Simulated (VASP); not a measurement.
# As2I3 (P-3m1) in VASP: a series of runs, part 2 of 2

VASP 6.6.1. Earlier steps stand in the parts before.

## Step 4: Relaxation of cell and atoms, PBE

This run uses another cell than the first one, of 33.07 Å³/atom, 0.911 times its volume.

INCAR reads:

```
SYSTEM = As2I3
PREC = Accurate
ENCUT = 600
EDIFF = 1E-6
ISMEAR = 0
SIGMA = 0.1
LREAL = .False.
LASPH = .True.
NELM = 100
ALGO = Normal
ISIF = 3
LWAVE = .False.
LCHARG = .False.
GGA = PE
IBRION = 2
NSW = 90
EDIFFG = -0.04
```

KPOINTS reads:

```
Automatic mesh
0
Gamma
  6 6 2
  0 0 0
```

POSCAR reads:

```
As2I3
1.0
    4.9693789986      0.0000000000      0.0000000000
   -2.4846894993      4.3036084538      0.0000000000
    0.0000000000      0.0000000000      7.7315465130
As I
2 3
Direct
    0.3333333333      0.6666666667      0.2450000000
    0.6666666667      0.3333333333      0.7550000000
    0.0000000000      0.0000000000      0.0000000000
    0.3333333333      0.6666666667      0.6450000000
    0.6666666667      0.3333333333      0.3550000000
```

Launch:

```bash
> cat potpaw_PBE.64/As/POTCAR potpaw_PBE.64/I/POTCAR > POTCAR
> mpirun -np 1 vasp_std > vasp.out
```

Wall time 14 min (1 thread of Oxide Virtual Turin-like, shared host); peak memory 0.32 GiB.

The run converged. Its results:

* Free energy: -12.2595 eV
* Relaxed volume: 35.14 Å³/atom
* Relaxed cell: a = 4.665 Å, b = 4.665 Å, c = 9.321 Å, α = 90.00°, β = 90.00°, γ = 120.00°
* Space group after relaxing (to 0.05 Å): P-3m1 (No. 164)
* Energy gained by relaxing: 199.8 meV/atom
* Ionic steps: 23
* Pressure after relaxing: 0.0 GPa
* Largest force after relaxing: 0.034 eV/Å

Forces on the atoms (eV/Å):
```
As   0.000  0.000 -0.034
As   0.000  0.000  0.034
I    0.000  0.000  0.000
I    0.000  0.000  0.034
I    0.000  0.000 -0.034
```

Step by step:
| step | energy change (eV) | largest force (eV/Å) | pressure (GPa) | volume (Å³) |
| --- | --- | --- | --- | --- |
| 1 | 0.0000 | 0.6590 | 0.56 | 165.35 |
| 2 | -0.1014 | 0.6577 | -0.13 | 168.09 |
| 3 | -0.3237 | 0.4096 | -1.09 | 175.07 |
| 4 | -0.5071 | 0.4564 | -1.43 | 188.39 |
| 5 | -0.5830 | 0.5641 | -0.09 | 182.95 |
| 6 | -0.5864 | 0.5897 | 0.27 | 181.65 |
| 7 | -0.6315 | 0.5492 | 0.22 | 181.54 |
| 8 | -0.7457 | 0.4995 | -0.05 | 181.16 |
| 9 | -0.8544 | 0.2454 | -0.60 | 180.08 |
| 10 | -0.9214 | 0.1805 | 0.07 | 174.58 |
| 11 | -0.9464 | 0.0600 | 1.20 | 167.71 |
| 12 | -0.9717 | 0.1282 | 0.43 | 170.01 |
| 13 | -0.9718 | 0.1239 | 0.45 | 169.96 |
| 14 | -0.9801 | 0.1324 | 0.03 | 172.22 |
| 15 | -0.9819 | 0.1563 | -0.24 | 173.87 |
| 16 | -0.9874 | 0.1160 | -0.09 | 173.57 |
| 17 | -0.9927 | 0.0309 | 0.37 | 172.75 |
| 18 | -0.9957 | 0.0342 | 0.23 | 173.82 |
| 19 | -0.9978 | 0.0448 | -0.02 | 175.81 |
| 20 | -0.9978 | 0.0421 | 0.01 | 175.52 |
| 21 | -0.9978 | 0.0420 | 0.00 | 175.58 |
| 22 | -0.9981 | 0.0403 | 0.02 | 175.60 |
| 23 | -0.9989 | 0.0343 | 0.02 | 175.68 |

Final structure:
```cif
data_structure
_symmetry_space_group_name_H-M 'P 1'
_symmetry_Int_Tables_number 1
_cell_length_a 4.6652
_cell_length_b 4.6652
_cell_length_c 9.3207
_cell_angle_alpha 90.000
_cell_angle_beta 90.000
_cell_angle_gamma 120.000
_cell_volume 175.68
loop_
_atom_site_label
_atom_site_type_symbol
_atom_site_fract_x
_atom_site_fract_y
_atom_site_fract_z
_atom_site_occupancy
As1 As 0.33333 0.66667 0.17027 1
As2 As 0.66667 0.33333 0.82973 1
I1 I 0.00000 0.00000 0.00000 1
I2 I 0.33333 0.66667 0.69327 1
I3 I 0.66667 0.33333 0.30673 1
```

Levels at points of the mesh, in eV from the Fermi level:
```tsv
k point	band 12	band 13	band 14	band 15	band 16	band 17	band 18	band 19
(0.00, 0.00, 0.00)	-3.40	-3.25	-2.07	-1.61	-0.89	-0.89	-0.37	0.62
(0.50, 0.00, 0.00)	-2.92	-2.87	-2.34	-0.52	0.54	0.87	1.29	1.68
(0.00, 0.00, 0.50)	-3.48	-2.61	-2.29	-1.68	-0.88	-0.88	-0.40	0.64
(0.50, 0.00, 0.50)	-3.18	-2.78	-2.00	-0.61	0.35	0.90	1.13	1.82
```

Caveat: the k points lie up to 0.34 Å⁻¹ apart in the final cell; spin-orbit coupling is left out, which moves the levels of the heavy elements; this functional lacks dispersion, which binds the layers, so the pressure and a relaxed spacing across them are unreliable; an odd number of electrons without spin polarisation forces a metal; a magnetic or distorted state may lie lower.

## Step 5: Single point, PBE

This run uses another cell than the first one, of 36.50 Å³/atom, 1.006 times its volume.

INCAR reads:

```
SYSTEM = As2I3
PREC = Accurate
ENCUT = 520
EDIFF = 1E-6
ISMEAR = 0
SIGMA = 0.1
LREAL = .False.
LASPH = .True.
NELM = 60
ALGO = Normal
ISIF = 2
LWAVE = .False.
LCHARG = .False.
GGA = PE
NBANDS = 24
```

KPOINTS reads:

```
regular mesh
0
Gamma
  12 12 4
  0 0 0
```

POSCAR reads:

```
As2I3
1.0
    4.6542799057      0.0000000000      0.0000000000
   -2.3271399528      4.0307246346      0.0000000000
    0.0000000000      0.0000000000      9.7272472734
As I
2 3
Direct
    0.3333333333      0.6666666667      0.1618005614
    0.6666666667      0.3333333333      0.8381994386
    0.0000000000      0.0000000000      0.0000000000
    0.3333333333      0.6666666667      0.7039363026
    0.6666666667      0.3333333333      0.2960636974
```

Launch:

```bash
> cat potpaw_PBE.64/As/POTCAR potpaw_PBE.64/I/POTCAR > POTCAR
> mpirun -np 1 vasp_std > vasp.out
```

Wall time 4.3 min (1 thread of Oxide Virtual Turin-like, shared host); peak memory 0.42 GiB.

The run converged. Its results:

- Free energy: -12.2636 eV
- Pressure: 0.0 GPa
- Largest force: 0.004 eV/Å

Forces on the atoms (eV/Å):
```
As   0.000  0.000  0.003
As   0.000  0.000 -0.003
I    0.000  0.000  0.000
I    0.000  0.000  0.004
I    0.000  0.000 -0.004
```

Levels at points of the mesh, in eV from the Fermi level:
```tsv
k point	band 12	band 13	band 14	band 15	band 16	band 17	band 18	band 19
(0.00, 0.00, 0.00)	-3.29	-3.01	-2.10	-1.60	-0.83	-0.83	-0.30	0.71
(0.50, 0.00, 0.00)	-2.83	-2.81	-2.26	-0.44	0.53	0.97	1.32	1.78
(0.00, 0.00, 0.50)	-3.33	-2.52	-2.32	-1.63	-0.82	-0.82	-0.34	0.71
(0.50, 0.00, 0.50)	-3.02	-2.74	-2.01	-0.49	0.41	0.99	1.17	1.87
```

Caveat: spin-orbit coupling is left out, which moves the levels of the heavy elements; this functional lacks dispersion, which binds the layers, so the pressure and a relaxed spacing across them are unreliable; an odd number of electrons without spin polarisation forces a metal; a magnetic or distorted state may lie lower.

## Step 6: Relaxation of cell and atoms, PBE

INCAR reads:

```
SYSTEM = As2I3
ALGO = Normal
EDIFF = 1E-6
EDIFFG = -0.01
ENCUT = 600
GGA = PE
IBRION = 2
ISIF = 3
ISMEAR = 0
LASPH = .TRUE.
LCHARG = .FALSE.
LREAL = .FALSE.
LWAVE = .FALSE.
NELM = 80
NSW = 100
PREC = Accurate
SIGMA = 0.1
```

KPOINTS reads:

```
k-points
0
G
  12 12 4
  0 0 0
```

POSCAR reads:

```
As2I3
1.0
    4.6708648828      0.0000000000      0.0000000000
   -2.3354324414      4.0450876462      0.0000000000
    0.0000000000      0.0000000000      9.6053793543
As I
2 3
Direct
    0.3333333333      0.6666666667      0.1638284928
    0.6666666667      0.3333333333      0.8361715072
    0.0000000000      0.0000000000      0.0000000000
    0.3333333333      0.6666666667      0.7041495417
    0.6666666667      0.3333333333      0.2958504583
```

Potentials or basis: VASP PAW PBE potentials, release 64 (As, I).

Launch:

```bash
> cat potpaw_PBE.64/As/POTCAR potpaw_PBE.64/I/POTCAR > POTCAR
> mpirun -np 1 vasp_std > vasp.out
```

It took 22 min on 1 thread of Oxide Virtual Turin-like, shared host; peak memory 0.54 GiB.

It converged, with:

```yaml
Free_energy: -12.2634 eV
Relaxed_volume: 36.40 Å³/atom
Relaxed_cell: a = 4.653 Å, b = 4.653 Å, c = 9.707 Å, α = 90.00°, β = 90.00°, γ = 120.00°
Space_group_after_relaxing_to_0.05_Å: P-3m1 (No. 164)
Energy_gained_by_relaxing: 0.3 meV/atom
Ionic_steps: 13
Pressure_after_relaxing: 0.0 GPa
Largest_force_after_relaxing: 0.008 eV/Å
```

Forces in eV/Å, atoms in the order of the input:
```
As   0.000  0.000 -0.008
As   0.000  0.000  0.008
I    0.000  0.000  0.000
I    0.000  0.000  0.001
I    0.000  0.000 -0.001
```

The path:
```csv
step,energy change (eV),largest force (eV/Å),pressure (GPa),volume (Å³)
1,0.0000,0.0408,0.05,181.48
2,-0.0006,0.0285,0.01,181.76
3,-0.0013,0.0088,-0.12,182.59
4,-0.0016,0.0111,-0.03,182.24
5,-0.0017,0.0117,-0.01,182.14
6,-0.0016,0.0130,0.04,181.92
7,-0.0017,0.0119,-0.01,182.08
8,-0.0017,0.0122,0.00,182.06
9,-0.0017,0.0122,0.00,182.05
10,-0.0017,0.0125,0.02,181.98
11,-0.0017,0.0123,0.00,182.04
12,-0.0017,0.0113,0.00,182.03
13,-0.0017,0.0083,-0.01,182.01
```

Final structure:
```
As I
1.0
     4.65304    0.00000    0.00000
    -2.32652    4.02965    0.00000
     0.00000    0.00000    9.70731
As I
2 3
Direct
  0.33333 0.66667 0.16307
  0.66667 0.33333 0.83693
  0.00000 0.00000 0.00000
  0.33333 0.66667 0.70305
  0.66667 0.33333 0.29695
```

Levels at points of the mesh, in eV from the Fermi level:
```csv
k point,band 12,band 13,band 14,band 15,band 16,band 17,band 18,band 19
"(0.00, 0.00, 0.00)",-3.31,-3.03,-2.10,-1.59,-0.83,-0.83,-0.31,0.69
"(0.50, 0.00, 0.00)",-2.84,-2.82,-2.27,-0.45,0.54,0.96,1.32,1.77
"(0.00, 0.00, 0.50)",-3.35,-2.53,-2.33,-1.62,-0.82,-0.82,-0.34,0.70
"(0.50, 0.00, 0.50)",-3.03,-2.75,-2.02,-0.50,0.42,0.98,1.17,1.86
```

Caveat: spin-orbit coupling is left out, which moves the levels of the heavy elements; this functional lacks dispersion, which binds the layers, so the pressure and a relaxed spacing across them are unreliable; an odd number of electrons without spin polarisation forces a metal; a magnetic or distorted state may lie lower.

## Step 7: Summary

| task | cell | k mesh | cutoff (eV) | gap on the mesh (eV) | pressure (GPa) | relaxed volume (Å³/atom) | largest force (eV/Å) |
| --- | --- | --- | --- | --- | --- | --- | --- |
| single point | a = 4.671, b = 4.671, c = 9.605 Å, angles 90.0, 90.0, 120.0°, 5 atoms | 6 × 6 × 2 | 520 | none | 0.0 | - | 0.01 |
| single point | a = 4.969, b = 4.969, c = 7.732 Å, angles 90.0, 90.0, 120.0°, 5 atoms | 6 × 6 × 4 | 520 | none | 0.5 | - | 0.69 |
| relaxation of cell and atoms | relaxed from a = 4.969, b = 4.969, c = 7.732 Å, angles 90.0, 90.0, 120.0°, 5 atoms | 6 × 6 × 2 | 600 | none | 0.0 | 35.14 | 0.03 |
| single point | a = 4.654, b = 4.654, c = 9.727 Å, angles 90.0, 90.0, 120.0°, 5 atoms | 12 × 12 × 4 | 520 | none | 0.0 | - | - |
| relaxation of cell and atoms | relaxed from a = 4.671, b = 4.671, c = 9.605 Å, angles 90.0, 90.0, 120.0°, 5 atoms | 12 × 12 × 4 | 600 | none | 0.0 | 36.40 | 0.01 |

Alike in all rows: level PBE; potentials or basis VASP PAW PBE potentials, release 64 (As, I); no spin polarisation; smearing gaussian 0.1 eV.

Caveats: some runs use coarse meshes; spin-orbit coupling is left out, which moves the levels of the heavy elements; an odd number of electrons without spin polarisation forces a metal; a magnetic or distorted state may lie lower; this functional lacks dispersion, which binds the layers, so the pressure and a relaxed spacing across them are unreliable (some runs).

Total energies depend on the potentials used, so only differences within one code and one set of settings carry meaning.
